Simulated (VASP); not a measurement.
# CaSe4 in VASP: a series of runs

CaSe4 is run at these levels: PBE; tasks: single point.

All numbers are computed with VASP 6.6.1; they aren't measurements. Logs are shortened: lines on timing, memory, paths and dates and some standing lists are left out, and cuts for length are marked.

## 1. The cell of the first run

The cell holds a sheet with vacuum, 5 atoms: a = 5.860 Å, b = 5.860 Å, c = 17.000 Å, α = 90.00°, β = 90.00°, γ = 120.00°.

The cell was generated, and may not be a known phase.

## 2. Single point, PBE

INCAR

```
SYSTEM = CaSe4
ALGO = Normal
DIPOL = 0.5 0.5 0.500
EDIFF = 1E-6
ENCUT = 520
GGA = PE
IDIPOL = 3
ISIF = 2
ISMEAR = 0
LASPH = .True.
LCHARG = .False.
LDIPOL = .True.
LREAL = .False.
LWAVE = .False.
NBANDS = 25
NELM = 100
PREC = Accurate
SIGMA = 0.1
```

KPOINTS

```
k-points
0
Gamma
  3 3 1
  0 0 0
```

POSCAR

```
CaSe4
1.0
    5.8601770000      0.0000000000      0.0000000000
   -2.9300880000      5.0750620000      0.0000000000
    0.0000000000      0.0000000000     17.0000000000
Ca Se
1 4
Direct
    0.0000000000      0.0000000000      0.5000000000
    0.3333333300      0.6666666700      0.4220056700
    0.3333333300      0.6666666700      0.5779943300
    0.6666666700      0.3333333300      0.5779943300
    0.6666666700      0.3333333300      0.4220056700
```

Potentials or basis: VASP PAW PBE potentials, release 64 (Ca_sv, Se).

Launch:

```bash
$ cat potpaw_PBE.64/Ca_sv/POTCAR potpaw_PBE.64/Se/POTCAR > POTCAR
$ mpirun -np 1 vasp_std > vasp.out
```

OUTCAR:

```text
SYSTEM = CaSe4
   EDIFF = 1E-6
   ENCUT = 520
   GGA = PE
   ISIF = 2
   ISMEAR = 0
   LASPH = .True.
   LREAL = .False.
   NELM = 100
   PREC = Accurate

 ion  position               nearest neighbor table
   1  0.000  0.000  0.500-
   2  0.333  0.667  0.422-   3 2.65
   3  0.333  0.667  0.578-   2 2.65
   4  0.667  0.333  0.578-   5 2.65
   5  0.667  0.333  0.422-   4 2.65

  LATTYP: Found a hexagonal cell.
 ALAT       =     5.8601770000
 C/A-ratio  =     2.9009362686

  Lattice vectors:

 A1 = (   5.8601770000,   0.0000000000,   0.0000000000)
 A2 = (  -2.9300880000,   5.0750620000,   0.0000000000)
 A3 = (   0.0000000000,   0.0000000000,  17.0000000000)

Analysis of symmetry for initial positions (statically):
=====================================================================
 Subroutine PRICEL returns:
 Original cell was already a primitive cell.

 Routine SETGRP: Setting up the symmetry group for a
 hexagonal supercell.

 Subroutine GETGRP returns: Found 24 space group operations
 (whereof 24 operations were pure point group operations)
 out of a pool of 24 trial point group operations.

The static configuration has the point symmetry D_6h.

Analysis of symmetry for dynamics (positions and initial velocities):
=====================================================================
 Subroutine PRICEL returns:
 Original cell was already a primitive cell.

 Routine SETGRP: Setting up the symmetry group for a
 hexagonal supercell.

 Subroutine GETGRP returns: Found 24 space group operations
 (whereof 24 operations were pure point group operations)
 out of a pool of 24 trial point group operations.

The dynamic configuration has the point symmetry D_6h.

 Subroutine INISYM returns: Found 24 space group operations
 (whereof 24 operations are pure point group operations),
 and found     1 'primitive' translations

----------------------------------------------------------------------------------------

                                     Primitive cell

  volume of cell :     505.5929

  direct lattice vectors                    reciprocal lattice vectors
     5.860177000  0.000000000  0.000000000     0.170643310  0.098520947  0.000000000
    -2.930088000  5.075062000  0.000000000     0.000000000  0.197041928  0.000000000
     0.000000000  0.000000000 17.000000000     0.000000000  0.000000000  0.058823529

  length of vectors
     5.860177000  5.860176618 17.000000000     0.197041915  0.197041928  0.058823529

  position of ions in fractional coordinates (direct lattice)
     0.000000000  0.000000000  0.500000000
     0.333333330  0.666666670  0.422005670
     0.333333330  0.666666670  0.577994330
     0.666666670  0.333333330  0.577994330
     0.666666670  0.333333330  0.422005670

  ion indices of the primitive-cell ions
   primitive index   ion index
                 1           1
                 2           2
                 3           3
                 4           4
                 5           5

----------------------------------------------------------------------------------------

 KPOINTS: k-points

Automatic generation of k-mesh.
 Grid dimensions read from file:
 generate k-points for:    3    3    1

 Generating k-lattice:

  Cartesian coordinates                     Fractional coordinates (reciprocal lattice)
     0.056881103  0.032840316  0.000000000     0.333333333  0.000000000  0.000000000
     0.000000000  0.065680643  0.000000000     0.000000000  0.333333333  0.000000000
     0.000000000  0.000000000  0.058823529     0.000000000  0.000000000  1.000000000

  Length of vectors
     0.065680638  0.065680643  0.058823529

  Shift w.r.t. Gamma in fractional coordinates (k-lattice)
     0.000000000  0.000000000  0.000000000

 Subroutine IBZKPT returns following result:
 ===========================================

 Found      3 irreducible k-points:

 Following reciprocal coordinates:
            Coordinates               Weight
  0.000000  0.000000  0.000000      1.000000
  0.333333  0.000000  0.000000      6.000000
  0.333333  0.333333  0.000000      2.000000
   k-points           NKPTS =      3   k-points in BZ     NKDIM =      3   number of bands    NBANDS=     25
   number of dos      NEDOS =    301   number of ions     NIONS =      5
   total plane-waves  NPLWV = 290304
   dimension x,y,z NGX =    48 NGY =   48 NGZ =  126
   dimension x,y,z NGXF=    96 NGYF=   96 NGZF=  252
   ions per type =               1   4
   NGX,Y,Z   is equivalent  to a cutoff of  13.62, 13.62, 12.32 a.u.
   NGXF,Y,Z  is equivalent  to a cutoff of  27.23, 27.23, 24.64 a.u.
 SYSTEM =  CaSe4
   PREC   = accura    normal or accurate (medium, high low for compatibility)
   ISTART =      0    job   : 0-new  1-cont  2-samecut
   ICHARG =      2    charge: 1-file 2-atom 10-const
   ISPIN  =      1    spin polarized calculation?
   LNONCOLLINEAR =      F non collinear calculations
   LSORBIT =      F    spin-orbit coupling
   LASPH  =      T    aspherical Exc in radial PAW
   ENCUT  =  520.0 eV  38.22 Ry    6.18 a.u.  10.90 10.90 31.61*2*pi/ulx,y,z
   NELM   =    100;   NELMIN=  2; NELMDL= -5     # of ELM steps
   EDIFF  = 0.1E-05   stopping-criterion for ELM
   LREAL  =      F    real-space projection
[... 7 lines left out ...]
   TEBEG  =    0.0;   TEEND  =   0.0 temperature during run
   PSTRESS=    0.0 pullay stress
   NELECT =      34.0000    total number of electrons
   NUPDOWN=      -1.0000    fix difference up-down
   EMIN   =  10.00;   EMAX   =-10.00  energy-range for DOS
   EFERMI =   0.00;   METHOD = LEGACY
   ISMEAR =     0;   SIGMA  =   0.10  broadening in eV -4-tet -1-fermi 0-gaus
   EFERMI_NEDOS =   21; number of points for ismear=-14 and -15
   IALGO  =     38    algorithm
   IMIX   =      4    mixing-type and parameters
     AMIX     =   0.40;   BMIX     =  1.00
     AMIX_MAG =   1.60;   BMIX_MAG =  1.00
  volume/ion in A,a.u.               =     101.12       682.38
  Fermi-wavevector in a.u.,A,eV,Ry     =   0.665734  1.258055  6.030128  0.443202
  Thomas-Fermi vector in A             =   1.739820
   LORBIT       =      0    0 simple, 1 ext, 2 COOP (PROOUT), +10 PAW based schemes
   GGA     = PE    functional components
   LHFCALC =     F    Hartree Fock is set to
   AEXX    =    0.0000 exact exchange contribution
   IVDW    =     0    specifies the selected vdW correction
   LEPSILON=     F    determine dielectric tensor
   LRPA    =     F    only Hartree local field effects (RPA)
 non-spin polarized calculation
 Gauss-broadening in eV      SIGMA  =   0.10
  energy-cutoff  :      520.00
  volume of cell :      505.59
 maximum number of plane-waves:     13641
 NGX is ok and might be reduce to    48
   NGX = 21   NGY = 21   NGZ = 63

 dipolmoment           0.000000      0.000000      0.000000 electrons x Angstroem

 number of electron      33.9999999 magnetization

 dipolmoment           0.000000      0.000000     -0.000000 electrons x Angstroem

 Free energy of the ion-electron system (eV)
  ---------------------------------------------------
  ext. energy  EPLUGINS =         0.00000000
  ---------------------------------------------------
  free energy    TOTEN  =       -16.73339073 eV

  energy without entropy =      -16.70909079  energy(sigma->0) =      -16.72124076

 E-fermi :  -2.3578     XC(G=0):  -3.2343

 val. band max:       -2.4274322626   @ k =   0.3333   0.0000   0.0000
 cond. band min:      -2.0231267535   @ k =   0.0000   0.0000   0.0000
 fundamental gap:      0.4043055091
 Fermi energy:        -2.3577839820

 k-point     1 :       0.0000    0.0000    0.0000
  band No.  band energies     occupation
      1     -44.7383      2.00000
      2     -25.7429      2.00000
      3     -25.6359      2.00000
      4     -25.6359      2.00000
      5     -15.8970      2.00000
      6     -14.8627      2.00000
      7     -14.2709      2.00000
      8     -13.2621      2.00000
      9      -6.2826      2.00000
     10      -5.7236      2.00000
     11      -5.7236      2.00000
     12      -5.1760      2.00000
     13      -4.1579      2.00000
     14      -4.1579      2.00000
     15      -3.7088      2.00000
     16      -3.7088      2.00000
     17      -2.5265      1.98297
     18      -2.5265      1.98297
     19      -2.0231      0.00000
     20      -0.7655      0.00000
     21      -0.5119      0.00000
     22       0.7508      0.00000
     23       1.0445      0.00000
     24       1.0459      0.00000
     25       1.0737      0.00000

 k-point     2 :       0.3333    0.0000    0.0000
  band No.  band energies     occupation
      1     -44.7383      2.00000
      2     -25.7428      2.00000
      3     -25.6371      2.00000
      4     -25.6361      2.00000
      5     -15.6937      2.00000
      6     -15.1108      2.00000
      7     -14.0842      2.00000
      8     -13.5040      2.00000
      9      -6.0571      2.00000
     10      -5.9234      2.00000
     11      -5.6027      2.00000
     12      -5.4407      2.00000
     13      -4.4932      2.00000
     14      -4.0591      2.00000
     15      -3.9140      2.00000
     16      -3.2337      2.00000
     17      -2.4274      1.67536
     18      -1.8367      0.00000
     19      -1.7584      0.00000
     20      -1.0532      0.00000
     21       0.2653      0.00000
     22       0.6257      0.00000
     23       0.7560      0.00000
     24       0.9105      0.00000
     25       1.1397      0.00000

 k-point     3 :       0.3333    0.3333    0.0000
  band No.  band energies     occupation
      1     -44.7383      2.00000
      2     -25.7427      2.00000
      3     -25.6369      2.00000
      4     -25.6369      2.00000
      5     -15.4119      2.00000
      6     -15.4119      2.00000
      7     -13.8078      2.00000
      8     -13.8078      2.00000
      9      -6.3889      2.00000
     10      -5.7551      2.00000
     11      -5.7551      2.00000
     12      -4.7404      2.00000
     13      -4.6215      2.00000
     14      -4.6215      2.00000
     15      -3.2742      2.00000
     16      -3.2742      2.00000
     17      -2.5423      1.99094
     18      -1.4236      0.00000
     19      -1.4236      0.00000
     20      -1.3228      0.00000
     21       0.1219      0.00000
     22       0.5750      0.00000
     23       0.5750      0.00000
     24       0.7423      0.00000
     25       0.9181      0.00000

------------------------ aborting loop because EDIFF is reached ----------------------------------------

 vacuum level on the upper side and lower side of the slab       (xc-potential included)        -0.108        -0.108

  FORCE on cell =-STRESS in cart. coord.  units (eV):
  Direction    XX          YY          ZZ          XY          YZ          ZX
  --------------------------------------------------------------------------------------
  -------------------------------------------------------------------------------------
  Total       -4.5493271     -4.5493268    -14.2327346     -0.0000004     -0.0000000      0.0000000
  in kB      -14.4163972    -14.4163964    -45.1022208     -0.0000014     -0.0000000      0.0000000
  external PRESSURE =     -24.6450048 kB  Pullay stress =       0.0000000 kB

 VOLUME and BASIS-vectors are now :
 -----------------------------------------------------------------------------
  energy-cutoff  :      520.00
  volume of cell :      505.59
      direct lattice vectors                 reciprocal lattice vectors
     5.860177000  0.000000000  0.000000000     0.170643310  0.098520947  0.000000000
    -2.930088000  5.075062000  0.000000000     0.000000000  0.197041928  0.000000000
     0.000000000  0.000000000 17.000000000     0.000000000  0.000000000  0.058823529

 POSITION                                       TOTAL-FORCE (eV/Angst)
 -----------------------------------------------------------------------------------
      0.00000      0.00000      8.50000        -0.000000      0.000000      0.000000
      0.00000      3.38337      7.17410         0.000000     -0.000000      2.681224
      0.00000      3.38337      9.82590         0.000000     -0.000000     -2.681224
      2.93009      1.69169      9.82590        -0.000000      0.000000     -2.681224
      2.93009      1.69169      7.17410        -0.000000      0.000000      2.681224
 -----------------------------------------------------------------------------------
    total drift:                                0.000000     -0.000000     -0.000000

  FREE ENERGIE OF THE ION-ELECTRON SYSTEM (eV)
  ---------------------------------------------------
  free  energy   TOTEN  =       -16.7333907271 eV

  energy  without entropy=      -16.7090907899  energy(sigma->0) =      -16.72124076

 vacuum level on the upper side and lower side of the slab         1.934         1.934
```

Wall time 86 s (1 thread of Intel Xeon Platinum 8259CL at 2.50GHz (Skylake/Cascade Lake), shared host); peak memory 0.56 GiB.

Results:

* Free energy: -16.7334 eV
* Largest force: 2.681 eV/Å
* Band gap on the k mesh: zero (bands 17 and 18 overlap by 0.10 eV)

Forces on the atoms (eV/Å):
```
Ca   0.000  0.000  0.000
Se   0.000  0.000  2.681
Se   0.000  0.000 -2.681
Se   0.000  0.000 -2.681
Se   0.000  0.000  2.681
```

Levels at points of the mesh, in eV from the Fermi level:
| k point | band 15 | band 16 | band 17 | band 18 | band 19 | band 20 |
| --- | --- | --- | --- | --- | --- | --- |
| (0.00, 0.00, 0.00) | -1.35 | -1.35 | -0.17 | -0.17 | 0.33 | 1.59 |

Caveat: the k points lie up to 0.41 Å⁻¹ apart.

## 3. Single point, PBE

This run uses another cell than the first one.

INCAR

```
ALGO = Normal
DIPOL = 0.5 0.5 0.292
EDIFF = 1E-6
ENCUT = 520
GGA = PE
IDIPOL = 3
ISIF = 2
ISMEAR = 0
LASPH = True
LCHARG = False
LDIPOL = True
LREAL = False
LWAVE = False
NBANDS = 25
NELM = 80
PREC = Accurate
SIGMA = 0.1
```

KPOINTS

```
k-points
0
Gamma
  3 3 1
```

POSCAR

```
CaSe4
1.0
    5.5048900498     -0.0000002712      0.0000000000
   -2.7524447901      4.7673747638      0.0000000000
    0.0000000000      0.0000000000     29.1036144400
Ca Se
1 4
Direct
    0.0000000000      0.0000000000      0.2920599439
    0.3333333333      0.6666666667      0.2526946708
    0.3333333333      0.6666666667      0.3314252170
    0.6666666667      0.3333333333      0.3314252170
    0.6666666667      0.3333333333      0.2526946708
```

Potentials or basis: VASP PAW PBE potentials, release 64 (Ca_sv, Se).

Launch:

```bash
$ cat potpaw_PBE.64/Ca_sv/POTCAR potpaw_PBE.64/Se/POTCAR > POTCAR
$ mpirun -np 1 vasp_std > vasp.out
```

It took 2.2 min on 1 thread of Intel Xeon Platinum 8259CL at 2.50GHz (Skylake/Cascade Lake), shared host; peak memory 0.74 GiB.

It converged, with:

* Free energy: -18.2740 eV
* Largest force: 0.031 eV/Å
* Band gap on the k mesh: zero (bands 17 and 18 overlap by 0.37 eV)

Forces in eV/Å, atoms in the order of the input:
```
Ca   0.000  0.000  0.000
Se   0.000  0.000 -0.031
Se   0.000  0.000  0.031
Se   0.000  0.000  0.031
Se   0.000  0.000 -0.031
```

Levels at points of the mesh, in eV from the Fermi level:
| k point | band 15 | band 16 | band 17 | band 18 | band 19 | band 20 |
| --- | --- | --- | --- | --- | --- | --- |
| (0.00, 0.00, 0.00) | -2.37 | -2.37 | -0.44 | -0.44 | 0.76 | 1.82 |

Caveat: the k points lie up to 0.44 Å⁻¹ apart.

## 4. Single point, PBE

This run uses another cell than the first one.

INCAR

```
SYSTEM = CaSe4
  ALGO = Normal
  DIPOL = 0.5 0.5 0.292
  EDIFF = 1E-6
  ENCUT = 520
  GGA = PE
  IDIPOL = 3
  ISIF = 2
  ISMEAR = 0
  LASPH = .True.
  LCHARG = .False.
  LDIPOL = .True.
  LREAL = .False.
  LWAVE = .False.
  NBANDS = 25
  NELM = 60
  PREC = Accurate
  SIGMA = 0.1
```

KPOINTS

```
k-points
0
Gamma
  6 6 1
  0 0 0
```

POSCAR is that of step 3.

Launch:

```bash
$ cat potpaw_PBE.64/Ca_sv/POTCAR potpaw_PBE.64/Se/POTCAR > POTCAR
$ mpirun -np 1 vasp_std > vasp.out
```

Wall time 4 min (1 thread of Intel Xeon Platinum 8259CL at 2.50GHz (Skylake/Cascade Lake), shared host); peak memory 0.78 GiB.

It converged, with:

| Item | Value |
| --- | --- |
| Free energy | -18.2847 eV |
| Largest force | 0.027 eV/Å |
| Band gap on the k mesh | zero (bands 17 and 18 overlap by 0.37 eV) |

Forces in eV/Å, atoms in the order of the input:
```
Ca   0.000  0.000  0.000
Se   0.000  0.000 -0.027
Se   0.000  0.000  0.027
Se   0.000  0.000  0.027
Se   0.000  0.000 -0.027
```

Levels at points of the mesh, in eV from the Fermi level:
| k point | band 14 | band 15 | band 16 | band 17 | band 18 | band 19 | band 20 | band 21 |
| --- | --- | --- | --- | --- | --- | --- | --- | --- |
| (0.00, 0.00, 0.00) | -2.35 | -2.31 | -2.31 | -0.37 | -0.37 | 0.82 | 1.90 | 2.96 |
| (0.50, 0.00, 0.00) | -2.33 | -2.05 | -1.61 | 0.00 | 1.05 | 1.48 | 2.14 | 2.33 |

## 5. Summary

| cell | k mesh | gap on the mesh (eV) | largest force (eV/Å) |
| --- | --- | --- | --- |
| a = 5.860, b = 5.860, c = 17.000 Å, angles 90.0, 90.0, 120.0°, 5 atoms, atomic positions A | 3 × 3 × 1 | none | 2.68 |
| a = 5.505, b = 5.505, c = 29.104 Å, angles 90.0, 90.0, 120.0°, 5 atoms, atomic positions B | 3 × 3 × 1 | none | 0.03 |
| a = 5.505, b = 5.505, c = 29.104 Å, angles 90.0, 90.0, 120.0°, 5 atoms, atomic positions B | 6 × 6 × 1 | none | 0.03 |

Alike in all rows: task single point; level PBE; potentials or basis VASP PAW PBE potentials, release 64 (Ca_sv, Se); no spin polarisation; cutoff (eV) 520; smearing gaussian 0.1 eV.

Caveats: some runs use coarse meshes.

Absolute energies hang on the potentials; compare differences alone.

The gap in the log of VASP goes by the Fermi energy; the results here count the filled bands.